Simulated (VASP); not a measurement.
A run of VASP 6.6.1:

The input INCAR:

```
ALGO = Normal
EDIFF = 1E-7
ENCUT = 520
GGA = PE
ISIF = 2
ISMEAR = 0
LASPH = True
LCHARG = True
LELF = True
LREAL = False
LVHAR = True
LWAVE = False
NBANDS = 15
NELM = 100
PREC = Accurate
SIGMA = 0.01
```

The input KPOINTS:

```
k-points
0
Gamma
  6 6 6
```

Contents of POSCAR:

```
SrO
1.0
    3.2030259119      0.0000000000      0.0000000000
    0.0000000000      3.2030259119      0.0000000000
    0.0000000000      0.0000000000      3.2030259119
Sr O
1 1
Direct
    0.0000000000      0.0000000000      0.0000000000
    0.5000000000      0.5000000000      0.5000000000
```

Potentials or basis: VASP PAW PBE potentials, release 64 (Sr_sv, O).

The run is started by

```bash
$ cat potpaw_PBE.64/Sr_sv/POTCAR potpaw_PBE.64/O/POTCAR > POTCAR
$ mpirun -np 1 vasp_std > vasp.out
```

Hardware: 1 thread of Intel Xeon 8259CL, on a shared host.

Task: Estimate the wall time of this run.

Result: Wall time 17 s on 1 thread of Intel Xeon 8259CL, with other jobs on the host, peak memory 0.14 GiB. Counts: scf iterations 15, k points 20.
